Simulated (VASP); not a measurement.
Input of a VASP 6.6.1 run:

The input INCAR:

```
  PREC = Accurate
  ENCUT = 520
  EDIFF = 1E-6
  ISMEAR = 0
  SIGMA = 0.1
  LREAL = F
  LASPH = T
  NELM = 80
  ALGO = Normal
  ISIF = 2
  LWAVE = F
  LCHARG = T
  GGA = PE
  LELF = T
  LVHAR = T
  NBANDS = 43
```

KPOINTS

```
regular mesh
0
Gamma
  4 4 4
```

The input POSCAR:

```
GeW4
1.0
   -3.0312276800      3.0312276800      3.0312276800
    3.0312276800     -3.0312276800      3.0312276800
    3.0312276800      3.0312276800     -3.0312276800
Ge W
1 4
Direct
    0.0000000000      0.0000000000      0.0000000000
    0.3495999900      0.3495999900      0.3495999900
    0.6504000100      0.0000000000      0.0000000000
    0.0000000000      0.0000000000      0.6504000100
    0.0000000000      0.6504000100      0.0000000000
```

Potentials or basis: VASP PAW PBE potentials, release 64 (Ge_d, W_sv).

Command:

```console
$ cat potpaw_PBE.64/Ge_d/POTCAR potpaw_PBE.64/W_sv/POTCAR > POTCAR
$ mpirun -np 1 vasp_std > vasp.out
```

Estimate the largest force.

27.155 eV/Å.

Estimate the band gap on the k mesh.

zero (bands 35 and 36 overlap by 0.31 eV).

Predict the pressure.

72.7 GPa.

Forces in eV/Å, atoms in the order of the input:
```
Ge    0.000   0.000   0.000
W    15.678  15.678  15.678
W    15.678 -15.678 -15.678
W   -15.678 -15.678  15.678
W   -15.678  15.678 -15.678
```

Caveat: the k points lie up to 0.37 Å⁻¹ apart; atoms lie so close that the PAW spheres overlap strongly, which falsifies energies and pressures; spin-orbit coupling is left out, which moves the levels of the heavy elements; forces of over 1 eV/Å act on the atoms, so gaps and moduli don't describe the material at rest.
